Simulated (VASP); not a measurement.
# Ag (Im-3m) in VASP: notebook

Runs on Ag. Level: PBE. Tasks: single point.

Everything below comes from runs of VASP 6.6.1. Logs are shortened: lines on timing, memory, paths and dates and some standing lists are left out, and cuts for length are marked.

## Step 1: The cell of the first run

The structure is cubic, space group Im-3m (No. 229). The conventional cell has a = 3.282 Å, b = 3.282 Å, c = 3.282 Å, α = 90.00°, β = 90.00°, γ = 90.00°. Ag (site symmetry m-3m) has 14 Ag at 2.84 to 3.28 Å within 3.7 Å.

## Step 2: Single point, PBE

Contents of INCAR:

```
SYSTEM = Ag
PREC = Accurate ; ENCUT = 500
EDIFF = 1E-6 ; ISMEAR = 0
SIGMA = 0.05 ; LREAL = .FALSE.
LASPH = .TRUE. ; NELM = 120
ALGO = Normal ; ISIF = 2
LWAVE = .FALSE. ; LCHARG = .FALSE.
GGA = PE ; NBANDS = 12
GGA_COMPAT = .FALSE.
```

Contents of KPOINTS:

```
regular mesh
0
G
  8 8 8
  0 0 0
```

Contents of POSCAR:

```
Ag
1.0
   -1.6411893375      1.6411893375      1.6411893375
    1.6411893375     -1.6411893375      1.6411893375
    1.6411893375      1.6411893375     -1.6411893375
Ag
1
Direct
    0.0000000000      0.0000000000      0.0000000000
```

Potentials or basis: VASP PAW PBE potentials, release 64 (Ag).

Launch:

```sh
> cat potpaw_PBE.64/Ag/POTCAR > POTCAR
> mpirun -np 1 vasp_std > vasp.out
```

OUTCAR:

```text
SYSTEM = Ag
   PREC = Accurate
   ENCUT = 500
   EDIFF = 1E-6
   ISMEAR = 0
   LREAL = .FALSE.
   LASPH = .TRUE.
   NELM = 120
   ISIF = 2
   GGA = PE

 ion  position               nearest neighbor table
   1  0.000  0.000  0.000-

  LATTYP: Found a body centered cubic cell.
 ALAT       =     3.2823786750

  Lattice vectors:

 A1 = (  -1.6411893375,   1.6411893375,   1.6411893375)
 A2 = (   1.6411893375,  -1.6411893375,   1.6411893375)
 A3 = (   1.6411893375,   1.6411893375,  -1.6411893375)

Analysis of symmetry for initial positions (statically):
=====================================================================
 Subroutine PRICEL returns:
 Original cell was already a primitive cell.

 Routine SETGRP: Setting up the symmetry group for a
 body centered cubic supercell.

 Subroutine GETGRP returns: Found 48 space group operations
[... 9 lines left out ...]

 Routine SETGRP: Setting up the symmetry group for a
 body centered cubic supercell.

 Subroutine GETGRP returns: Found 48 space group operations
[... 11 lines left out ...]
                                     Primitive cell

  volume of cell :      17.6822

  direct lattice vectors                    reciprocal lattice vectors
    -1.641189337  1.641189337  1.641189337     0.000000000  0.304657110  0.304657110
     1.641189337 -1.641189337  1.641189337     0.304657110  0.000000000  0.304657110
     1.641189337  1.641189337 -1.641189337     0.304657110  0.304657110  0.000000000

  length of vectors
     2.842623317  2.842623317  2.842623317     0.430850216  0.430850216  0.430850216

  position of ions in fractional coordinates (direct lattice)
     0.000000000  0.000000000  0.000000000

  ion indices of the primitive-cell ions
   primitive index   ion index
                 1           1

----------------------------------------------------------------------------------------

 KPOINTS: regular mesh

Automatic generation of k-mesh.
 Grid dimensions read from file:
 generate k-points for:    8    8    8

 Generating k-lattice:

  Cartesian coordinates                     Fractional coordinates (reciprocal lattice)
     0.000000000  0.038082139  0.038082139     0.125000000  0.000000000  0.000000000
     0.038082139  0.000000000  0.038082139     0.000000000  0.125000000  0.000000000
     0.038082139  0.038082139  0.000000000     0.000000000  0.000000000  0.125000000

  Length of vectors
     0.053856277  0.053856277  0.053856277

  Shift w.r.t. Gamma in fractional coordinates (k-lattice)
     0.000000000  0.000000000  0.000000000

 Subroutine IBZKPT returns following result:
 ===========================================

 Found     29 irreducible k-points:

 Following reciprocal coordinates:
            Coordinates               Weight
  0.000000  0.000000  0.000000      1.000000
  0.125000  0.000000  0.000000     12.000000
  0.250000  0.000000  0.000000     12.000000
  0.375000  0.000000  0.000000     12.000000
  0.500000  0.000000  0.000000      6.000000
  0.125000  0.125000  0.000000     24.000000
[... 16 lines left out ...]
 -0.250000  0.250000  0.250000      6.000000
 -0.375000  0.375000  0.250000     24.000000
 [... further k-points ...]
   k-points           NKPTS =     29   k-points in BZ     NKDIM =     29   number of bands    NBANDS=     12
   number of dos      NEDOS =    301   number of ions     NIONS =      1
   total plane-waves  NPLWV =  13824
   dimension x,y,z NGX =    24 NGY =   24 NGZ =   24
   dimension x,y,z NGXF=    48 NGYF=   48 NGZF=   48
   ions per type =               1
   NGX,Y,Z   is equivalent  to a cutoff of  14.04, 14.04, 14.04 a.u.
   NGXF,Y,Z  is equivalent  to a cutoff of  28.07, 28.07, 28.07 a.u.
 SYSTEM =  Ag
   PREC   = accura    normal or accurate (medium, high low for compatibility)
   ISTART =      0    job   : 0-new  1-cont  2-samecut
   ICHARG =      2    charge: 1-file 2-atom 10-const
   ISPIN  =      1    spin polarized calculation?
   LNONCOLLINEAR =      F non collinear calculations
   LSORBIT =      F    spin-orbit coupling
   LASPH  =      T    aspherical Exc in radial PAW
   ENCUT  =  500.0 eV  36.75 Ry    6.06 a.u.   5.18  5.18  5.18*2*pi/ulx,y,z
   NELM   =    120;   NELMIN=  2; NELMDL= -5     # of ELM steps
   EDIFF  = 0.1E-05   stopping-criterion for ELM
   LREAL  =      F    real-space projection
   EDIFFG = 0.1E-04   stopping-criterion for IOM
   NSW    =      0    number of steps for IOM
   IBRION =     -1    ionic relax: 0-MD 1-quasi-New 2-CG
   NFREE  =      0    steps in history (QN), initial steepest desc. (CG)
   ISIF   =      2    stress and relaxation
   ISYM   =      2    0-nonsym 1-usesym 2-fastsym
   POTIM  = 0.5000    time-step for ionic-motion
   TEBEG  =    0.0;   TEEND  =   0.0 temperature during run
   PSTRESS=    0.0 pullay stress
   NELECT =      11.0000    total number of electrons
   NUPDOWN=      -1.0000    fix difference up-down
   EMIN   =  10.00;   EMAX   =-10.00  energy-range for DOS
   EFERMI =   0.00;   METHOD = LEGACY
   ISMEAR =     0;   SIGMA  =   0.05  broadening in eV -4-tet -1-fermi 0-gaus
   EFERMI_NEDOS =   21; number of points for ismear=-14 and -15
   IALGO  =     38    algorithm
   IMIX   =      4    mixing-type and parameters
     AMIX     =   0.40;   BMIX     =  1.00
     AMIX_MAG =   1.60;   BMIX_MAG =  1.00
  volume/ion in A,a.u.               =      17.68       119.33
  Fermi-wavevector in a.u.,A,eV,Ry     =   1.397528  2.640944 26.573311  1.953083
  Thomas-Fermi vector in A             =   2.520775
   LORBIT       =      0    0 simple, 1 ext, 2 COOP (PROOUT), +10 PAW based schemes
   GGA     = PE    functional components
   LHFCALC =     F    Hartree Fock is set to
   AEXX    =    0.0000 exact exchange contribution
   IVDW    =     0    specifies the selected vdW correction
   LEPSILON=     F    determine dielectric tensor
   LRPA    =     F    only Hartree local field effects (RPA)
 non-spin polarized calculation
 Gauss-broadening in eV      SIGMA  =   0.05
  energy-cutoff  :      500.00
  volume of cell :       17.68
 maximum number of plane-waves:       466
 NGX is ok and might be reduce to    24
   NGX = 11   NGY = 11   NGZ = 11

 number of electron      11.0000004 magnetization

 Free energy of the ion-electron system (eV)
  ---------------------------------------------------
  ext. energy  EPLUGINS =         0.00000000
  ---------------------------------------------------
  free energy    TOTEN  =        -2.63518949 eV

  energy without entropy =       -2.63242880  energy(sigma->0) =       -2.63380915

 E-fermi :   8.1039     XC(G=0): -11.9971

 val. band max:        8.1026359552   @ k =   0.3750   0.1250   0.0000
 cond. band min:       8.1816445424   @ k =   0.2500   0.2500   0.0000
 fundamental gap:      0.0790085872
 Fermi energy:         8.1038664176

 k-point     1 :       0.0000    0.0000    0.0000
  band No.  band energies     occupation
      1       0.4360      2.00000
      2       3.1355      2.00000
      3       3.1355      2.00000
      4       3.1355      2.00000
      5       4.3895      2.00000
      6       4.3895      2.00000
      7      25.7871      0.00000
      8      25.7871      0.00000
      9      25.7871      0.00000
     10      31.5488      0.00000
     11      31.5488      0.00000
     12      31.5489      0.00000

 k-point     2 :       0.1250    0.0000    0.0000
  band No.  band energies     occupation
      1       0.9205      2.00000
      2       3.0211      2.00000
      3       3.1601      2.00000
      4       3.4093      2.00000
      5       4.2807      2.00000
      6       4.3986      2.00000
      7      24.2272      0.00000
      8      25.3993      0.00000
      9      26.0887      0.00000
     10      28.8467      0.00000
     11      29.1412      0.00000
     12      29.2055      0.00000

 k-point     3 :       0.2500    0.0000    0.0000
  band No.  band energies     occupation
      1       1.8453      2.00000
      2       2.7554      2.00000
      3       3.6208      2.00000
      4       4.1281      2.00000
      5       4.1958      2.00000
      6       4.4307      2.00000
      7      19.6969      0.00000
      8      23.4847      0.00000
      9      25.7407      0.00000
     10      26.7484      0.00000
     11      28.1348      0.00000
     12      30.2702      0.00000

 k-point     4 :       0.3750    0.0000    0.0000
  band No.  band energies     occupation
      1       1.8645      2.00000
      2       2.5027      2.00000
      3       4.2760      2.00000
      4       4.4776      2.00000
      5       4.9542      2.00000
      6       5.7976      2.00000
      7      14.8783      0.00000
      8      21.7773      0.00000
      9      23.1224      0.00000
     10      27.3050      0.00000
     11      28.3964      0.00000
     12      32.8180      0.00000

 k-point     5 :       0.5000    0.0000    0.0000
  band No.  band energies     occupation
      1       1.7433      2.00000
      2       2.4015      2.00000
      3       4.3358      2.00000
      4       4.5018      2.00000
      5       5.3392      2.00000
      6       7.9555      1.99997
      7      11.8858      0.00000
      8      21.1554      0.00000
      9      22.1174      0.00000
     10      27.5055      0.00000
     11      28.6467      0.00000
     12      32.2201      0.00000
[... 228 lines left out ...]
      1       2.7643      2.00000
      2       2.8081      2.00000
      3       2.8081      2.00000
      4       4.6526      2.00000
      5       4.6526      2.00000
      6      12.8400      0.00000
      7      12.8400      0.00000
      8      13.2839      0.00000
      9      25.6862      0.00000
     10      26.1913      0.00000
     11      26.1913      0.00000
     12      31.5801      0.00000

 k-point    22 :       0.2500    0.2500    0.2500
  band No.  band energies     occupation
      1       2.8623      2.00000
      2       2.8623      2.00000
      3       2.8623      2.00000
      4       4.5274      2.00000
      5       4.5274      2.00000
      6      13.4736      0.00000
      7      14.1877      0.00000
      8      14.1877      0.00000
      9      14.1877      0.00000
     10      35.9876      0.00000
     11      35.9876      0.00000
     12      35.9876      0.00000

 k-point    23 :      -0.2500    0.2500    0.2500
  band No.  band energies     occupation
      1       2.7533      2.00000
      2       3.0459      2.00000
      3       3.6029      2.00000
      4       3.6029      2.00000
      5       4.0808      2.00000
      6       6.0573      2.00000
      7      20.7614      0.00000
      8      20.7614      0.00000
      9      21.6003      0.00000
     10      22.0735      0.00000
     11      32.6907      0.00000
     12      32.6907      0.00000

 k-point    24 :      -0.3750    0.3750    0.2500
  band No.  band energies     occupation
      1       2.4859      2.00000
      2       2.7648      2.00000
      3       3.6072      2.00000
      4       3.9886      2.00000
      5       4.8058      2.00000
      6       8.3285      0.00000
      7      16.2637      0.00000
      8      18.7075      0.00000
      9      21.1820      0.00000
     10      23.5761      0.00000
     11      30.6000      0.00000
     12      32.6834      0.00000

 [... further k-points ...]
[... 5 lines left out ...]
  --------------------------------------------------------------------------------------
  -------------------------------------------------------------------------------------
  Total        0.1509697      0.1509697      0.1509697     -0.0000000      0.0000000     -0.0000000
  in kB       13.6793117     13.6793117     13.6793117     -0.0000000      0.0000000     -0.0000000
  external PRESSURE =      13.6793117 kB  Pullay stress =       0.0000000 kB

 VOLUME and BASIS-vectors are now :
 -----------------------------------------------------------------------------
  energy-cutoff  :      500.00
  volume of cell :       17.68
      direct lattice vectors                 reciprocal lattice vectors
    -1.641189337  1.641189337  1.641189337     0.000000000  0.304657110  0.304657110
     1.641189337 -1.641189337  1.641189337     0.304657110  0.000000000  0.304657110
     1.641189337  1.641189337 -1.641189337     0.304657110  0.304657110  0.000000000

 POSITION                                       TOTAL-FORCE (eV/Angst)
 -----------------------------------------------------------------------------------
      0.00000      0.00000      0.00000        -0.000000     -0.000000      0.000000
 -----------------------------------------------------------------------------------
    total drift:                                0.000000      0.000000     -0.000000

  FREE ENERGIE OF THE ION-ELECTRON SYSTEM (eV)
  ---------------------------------------------------
  free  energy   TOTEN  =        -2.6351894950 eV

  energy  without entropy=       -2.6324287988  energy(sigma->0) =       -2.63380915
```

Run time: 9.1 s. Hardware: 1 thread of Intel Xeon 8259CL, shared host; peak memory 0.14 GiB.

What came out:

- Free energy: -2.6352 eV
- Pressure: 1.4 GPa

(Part 1 of 2 ends here.)
